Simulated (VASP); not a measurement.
A run of VASP 6.6.1 is set up as follows.

The input POSCAR:

```
VSi2
1.0
    4.5301168735      0.0000000000      0.0000000000
   -2.2650584368      3.9231962946      0.0000000000
    0.0000000000      0.0000000000      6.3248731725
V Si
3 6
Direct
    0.0000000000      0.5000000000      0.1666666667
    0.5000000000      0.5000000000      0.8333333333
    0.5000000000      0.0000000000      0.5000000000
    0.8373996991      0.6747993981      0.5000000000
    0.1626003009      0.8373996991      0.8333333333
    0.6747993981      0.8373996991      0.1666666667
    0.1626003009      0.3252006019      0.5000000000
    0.8373996991      0.1626003009      0.8333333333
    0.3252006019      0.1626003009      0.1666666667
```

The input INCAR.step1:

```
SYSTEM = VSi2
PREC     = Accurate       ! precision mode
ENCUT    = 520            ! plane-wave cutoff, eV
ISMEAR   = 0              ! smearing method
SIGMA    = 0.1            ! smearing width, eV
LREAL    = .False.        ! projectors in reciprocal space
LASPH    = .True.         ! aspherical terms in the spheres
NELM     = 100            ! most SCF steps
NBANDS   = 42             ! bands
GGA      = PE             ! functional
ALGO     = Normal         ! electronic algorithm
EDIFF    = 1E-4           ! SCF threshold, eV
LWAVE    = .True.         ! write WAVECAR
LCHARG   = .False.        ! write CHGCAR
```

INCAR.step2

```
SYSTEM = VSi2
PREC     = Accurate       ! precision mode
ENCUT    = 520            ! plane-wave cutoff, eV
EDIFF    = 1E-6           ! SCF threshold, eV
ISMEAR   = 0              ! smearing method
SIGMA    = 0.1            ! smearing width, eV
LREAL    = .False.        ! projectors in reciprocal space
LASPH    = .True.         ! aspherical terms in the spheres
NELM     = 100            ! most SCF steps
ALGO     = Normal         ! electronic algorithm
ISIF     = 2              ! what is computed and relaxed
LWAVE    = .False.        ! write WAVECAR
LCHARG   = .True.         ! write CHGCAR
METAGGA  = R2SCAN         ! meta-GGA
LMIXTAU  = .True.       
LELF     = .True.         ! ELF
LVHAR    = .True.       
NBANDS   = 42             ! bands
ISTART   = 1
```

File KPOINTS:

```
Automatic mesh
0
Gamma
  9 9 6
  0 0 0
```

Potentials or basis: VASP PAW PBE potentials, release 64 (V_sv, Si).

Run with:

```sh
$ cat potpaw_PBE.64/V_sv/POTCAR potpaw_PBE.64/Si/POTCAR > POTCAR
$ cp INCAR.step1 INCAR
$ mpirun -np 1 vasp_std > vasp.out
$ cp INCAR.step2 INCAR
$ mpirun -np 1 vasp_std > vasp.out
```

(1) Predict the band gap on the k mesh.

(2) Predict the largest force.

(3) Estimate the pressure.

## Answers

(1) zero (an odd number of electrons rules out a gap without spin polarisation).

(2) 0.009 eV/Å.

(3) 0.3 GPa.

Caveat: the PAW data sets were made with another functional, which shifts forces and pressure a little.
